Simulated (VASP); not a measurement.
Here is a VASP 6.6.1 calculation.

The input POSCAR:

```
NbSi
1.0
    3.1564400000      0.0000000000      0.0000000000
    0.0000000000      3.1564400000      0.0000000000
    0.0000000000      0.0000000000      3.1564400000
Nb Si
1 1
Direct
    0.0000000000      0.0000000000      0.0000000000
    0.5000000000      0.5000000000      0.5000000000
```

INCAR.step1

```
PREC = Accurate ; ENCUT = 400
EDIFF = 1E-5 ; ISMEAR = -1
SIGMA = 0.05 ; LREAL = False
LASPH = True ; NELM = 120
ALGO = Normal ; ISIF = 2
LWAVE = True ; LCHARG = False
NBANDS = 16 ; GGA = PE
GGA_COMPAT = False
```

The input INCAR.step2:

```
PREC = Accurate ; ENCUT = 400
EDIFF = 1E-6 ; ISMEAR = -1
SIGMA = 0.05 ; LREAL = False
LASPH = True ; NELM = 120
ALGO = Normal ; ISIF = 2
LWAVE = False ; LCHARG = False
GGA = PE ; LHFCALC = True
AEXX = 0.1 ; PRECFOCK = Normal
NBANDS = 16 ; ISTART = 1
GGA_COMPAT = False
```

The input KPOINTS:

```
regular mesh
0
Gamma
  5 5 5
```

Potentials or basis: VASP PAW PBE potentials, release 64 (Nb_sv, Si).

Command:

```sh
$ cat potpaw_PBE.64/Nb_sv/POTCAR potpaw_PBE.64/Si/POTCAR > POTCAR
$ cp INCAR.step1 INCAR
$ mpirun -np 1 vasp_std > vasp.out
$ cp INCAR.step2 INCAR
$ mpirun -np 1 vasp_std > vasp.out
```

Question: What does it give for the pressure?

Answer: -3.3 GPa.

Question: What does it give for the band gap on the k mesh?

Answer: Zero (an odd number of electrons rules out a gap without spin polarisation).

Caveat: the k points lie up to 0.40 Å⁻¹ apart, too coarse for converged energies and pressures of a metal; the PAW data sets were made with another functional, which shifts forces and pressure a little.
